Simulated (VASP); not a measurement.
Runs of VASP 6.6.1 on Ge. The structure is that of space group Fd-3m (No. 227), or close to it. The cells are those of the table. 

```tsv
level	cell	smearing	gap on the mesh (eV)	pressure (GPa)
PBE	a = 4.012 Å, angles 60.0°, 2 atoms	fermi-dirac 0.02 eV	none	2.9
r2SCAN	a = 4.012, b = 4.012, c = 4.042 Å, angles 59.8, 59.8, 59.5°, 2 atoms	fermi-dirac 0.02 eV	(c)	0.1
r2SCAN	a = 4.052 Å, angles 60.0°, 2 atoms	fermi-dirac 0.02 eV	0.04	-1.9
r2SCAN	a = 4.012 Å, angles 60.0°, 2 atoms	fermi-dirac 0.02 eV	(a)	0.0
r2SCAN	a = 3.952 Å, angles 60.0°, 2 atoms	gaussian 0.01 eV	0.57	3.7
PBE	a = 4.052 Å, angles 60.0°, 2 atoms	fermi-dirac 0.02 eV	none	0.9
PBE	a = 3.952 Å, angles 60.0°, 2 atoms	fermi-dirac 0.02 eV	(b)	6.5
r2SCAN	a = 4.052 Å, angles 59.3°, 2 atoms	fermi-dirac 0.02 eV	0.13	-1.0
```

Alike in all rows: task single point; potentials or basis VASP PAW PBE potentials, release 64 (Ge_d); no spin polarisation; k mesh 8 × 8 × 8; cutoff (eV) 520.

Estimate the missing entries.

(a) 0.32; (b) 0.30; (c) 0.25.

Caveats: the PAW data sets were made with another functional, which shifts forces and pressure a little (some runs).

A k mesh can miss the band edges, and the runs leave out spin-orbit coupling on Ge.

A gap of «none» marks levels without a gap at the run's occupations.
